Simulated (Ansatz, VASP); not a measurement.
**GaN: VASP beside Ansatz**

INCAR

```
SYSTEM = GaN
ALGO = Normal ; EDIFF = 1E-7
ENCUT = 520 ; GGA = PE
ISIF = 2 ; ISMEAR = 0
LASPH = .TRUE. ; LCHARG = .FALSE.
LREAL = .FALSE. ; LWAVE = .FALSE.
NBANDS = 16 ; NELM = 80
PREC = Accurate ; SIGMA = 0.05
```

Contents of KPOINTS:

```
k-points
0
G
  10 10 10
  0 0 0
```

Contents of POSCAR:

```
GaN
1.0
    0.0000000000      2.3098381227      2.1408255771
    2.3098381227      0.0000000000      2.1408255771
    2.3098381227      2.3098381227      0.0000000000
Ga N
1 1
Direct
    0.0000000000      0.0000000000      0.0000000000
    0.7500000000      0.7500000000      0.7500000000
```

Input for Ansatz:

```yaml
crystal:
  lattice:
    - [0.0, 2.3098381227, 2.1408255771]
    - [2.3098381227, 0.0, 2.1408255771]
    - [2.3098381227, 2.3098381227, 0.0]
  atoms:
    - { symbol: Ga, position: [0.0, 0.0, 0.0] }
    - { symbol: "N", position: [0.75, 0.75, 0.75] }
basis:
  ecutwfc: 420
kpoints:
  mp_grid: { grid: [10, 10, 10] }
hamiltonian:
  xc: pbe
scf:
  occupations: { method: gaussian, width: 0.05 }
output:
  forces: true
  stress: true
  eigenvalues: true
```

Change from the starting cell: strain +0.025 along x and y, -0.050 along z, atoms carried along.

Alike in both runs: task single point; functional PBE; k mesh 10 × 10 × 10; occupations gaussian, width 0.05 eV; no spin polarisation.

```csv
,VASP,Ansatz
version,VASP 6.6.1,Ansatz 0.2.0
potentials or method,"VASP PAW PBE potentials, release 64 (Ga_d, N), cutoff 520 eV","scalar-relativistic, plane waves, PAW"
valence electrons in the cell,18,18
```

VASP gave:

```
gap on the k mesh at the Fermi level (eV)                     : 1.52
least direct gap on the mesh (eV)                             : 1.52
pressure (GPa)                                                : 5.0
traceless stress, the component that is largest in VASP (GPa) : 5.07
```

Q: What did Ansatz give for the same quantities?

A: gap on the k mesh at the Fermi level (eV): 1.51; least direct gap on the mesh (eV): 1.51; pressure (GPa): 5.0; traceless stress, the component that is largest in VASP (GPa): 5.06.
